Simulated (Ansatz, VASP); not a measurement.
**C in VASP and in Ansatz**

File INCAR:

```
PREC = Accurate
ENCUT = 520
EDIFF = 1E-6
ISMEAR = -1
SIGMA = 0.1
LREAL = F
LASPH = T
NELM = 100
ALGO = Normal
ISIF = 2
LWAVE = F
LCHARG = F
GGA = PE
NBANDS = 13
```

File KPOINTS:

```
regular mesh
0
Gamma
  7 7 27
```

The input POSCAR:

```
C
1.0
    6.4751277127      0.0000000001      0.0000000000
   -3.2375638564      5.6076250919      0.0000000000
    0.0000000000      0.0000000000      1.3176286017
C
3
Direct
    0.0000000000      0.0000000000      0.0000000000
    0.3333333333      0.6666666667      0.5000000000
    0.6666666667      0.3333333333      0.5000000000
```

Input for Ansatz:

```yaml
crystal:
  lattice:
    - [6.4751277127, 1.0e-10, 0.0]
    - [-3.2375638564, 5.6076250919, 0.0]
    - [0.0, 0.0, 1.3176286017]
  atoms:
    - { symbol: C, position: [0.0, 0.0, 0.0] }
    - { symbol: C, position: [0.3333333333, 0.6666666667, 0.5] }
    - { symbol: C, position: [0.6666666667, 0.3333333333, 0.5] }
hamiltonian:
  xc: pbe
  pseudopotentials:
    kind: paw
    azcp:
      C: "pseudopotentials/C.paw.azcp"
basis:
  ecutwfc: 420
  fft_grid_basis: typed
kpoints:
  mp_grid: { grid: [7, 7, 27], shift: [0, 0, 0] }
magnetization:
  spin_polarized: false
scf:
  occupations: { method: fermi_dirac, width: 0.1 }
  lower_state_search: "off"
output:
  stress: true
```

Alike in both runs: task single point; functional PBE; k mesh 7 × 7 × 27; occupations fermi-dirac, width 0.1 eV; no spin polarisation.

|  | VASP | Ansatz |
| --- | --- | --- |
| version | VASP 6.6.1 | Ansatz 0.2.0 |
| potentials or method | VASP PAW PBE potentials, release 64 (C), cutoff 520 eV | plane waves (420 eV) with PAW, scalar-relativistic |
| valence electrons in the cell | 12 | 12 |

```csv
,VASP,Ansatz,Ansatz less VASP
pressure (GPa),-10.3,-10.3,+0.08
"traceless stress, the component that is largest in VASP (GPa)",-21.78,-21.76,+0.022
```

With one functional, cell and mesh, what is left measures potentials, basis and numerics.
